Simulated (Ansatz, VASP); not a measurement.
Two plane-wave programs on CdTe

```
Cd Te
1.0
     4.58972    0.00000    0.00000
     2.29486    3.97481    0.00000
     2.29486    1.32494    3.74749
Cd Te
1 1
Direct
  0.00000 0.00000 0.00000
  0.25000 0.25000 0.25000
```

Alike in both runs: functional revPBE; dispersion D3(BJ); k mesh 5 × 5 × 5; no spin polarisation.

Ansatz relaxed the structure, and its values are those at the end. VASP's run is a single point on that final structure, the one shown.

```csv
,VASP,Ansatz
version,VASP 6.6.1,Ansatz 0.2.0
potentials or method,"VASP PAW PBE potentials, release 64 (Cd, Te)","plane waves, PAW"
plane-wave cutoff (eV),500,420
occupations,"gaussian, width 0.01 eV",fixed
valence electrons in the cell,18,36
```

|  | VASP | Ansatz | Ansatz less VASP |
| --- | --- | --- | --- |
| pressure (GPa) | 0.1 | 0.0 | -0.13 |

VASP's potentials were made for PBE, not for revPBE. VASP's potentials hold 18 valence electrons a cell and Ansatz's 36, so a difference there can come from the potentials and not from the codes.

Neither program's run includes spin-orbit coupling.
